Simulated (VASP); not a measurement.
Crystal: LuAs.

```
Lu As
1.0
     0.00000    2.83819    2.83819
     2.83819    0.00000    2.83819
     2.83819    2.83819    0.00000
Lu As
1 1
Direct
  0.50000 0.50000 0.50000
  0.00000 0.00000 0.00000
```

```yaml
Program: VASP 6.6.1
Task: relaxation of cell and atoms
Functional: LDA
Potentials_or_basis: VASP PAW PBE potentials, release 64 (Lu, As)
Cutoff: 600 eV
k_mesh: 12 × 12 × 12
Occupations: gaussian, width 0.1 eV
Spin: no spin polarisation
```

At the start: pressure -4.9 GPa; volume 22.86 Å³/atom.

Question: How do energy, volume and symmetry change on relaxing?

Answer: Over 19 steps the energy falls by 21.7 meV/atom and the volume is 21.53 Å³/atom (-5.8 %); space group Fm-3m (No. 225, to 0.1 Å) before and after.

Step by step:
| step | energy change (eV) | largest force (eV/Å) | pressure (GPa) | volume (Å³) |
| --- | --- | --- | --- | --- |
| 1 | 0.0000 | 0.0000 | -4.87 | 45.73 |
| 2 | -0.0210 | 0.0000 | 4.17 | 41.28 |
| 3 | -0.0434 | 0.0000 | 0.04 | 43.05 |
| 4 | -0.0433 | 0.0000 | -0.05 | 43.10 |
| 5 | -0.0433 | 0.0000 | -0.08 | 43.10 |
| 6 | -0.0433 | 0.0000 | -0.05 | 43.10 |
| 7 | -0.0433 | 0.0000 | -0.12 | 43.10 |
| 8 | -0.0433 | 0.0000 | -0.12 | 43.10 |
| 9 | -0.0433 | 0.0000 | -0.11 | 43.10 |
| 10 | -0.0433 | 0.0000 | -0.11 | 43.10 |
| 11 | -0.0433 | 0.0000 | -0.11 | 43.10 |
| 12 | -0.0433 | 0.0000 | -0.11 | 43.10 |
| 13 | -0.0433 | 0.0000 | -0.10 | 43.10 |
| 14 | -0.0433 | 0.0000 | -0.09 | 43.10 |
| 15 | -0.0434 | 0.0000 | -0.06 | 43.10 |
| 16 | -0.0434 | 0.0000 | -0.04 | 43.09 |
| 17 | -0.0434 | 0.0000 | -0.16 | 43.09 |
| 18 | -0.0434 | 0.0000 | -0.09 | 43.07 |
| 19 | -0.0434 | 0.0000 | -0.03 | 43.05 |

Final structure:
```
CELL_PARAMETERS angstrom
0.00000 2.78174 2.78174
2.78174 0.00000 2.78174
2.78174 2.78174 0.00000
ATOMIC_POSITIONS crystal
Lu 0.50000 0.50000 0.50000
As 0.00000 0.00000 0.00000
```

Caveat: the PAW data sets were made with another functional, which shifts forces and pressure a little.
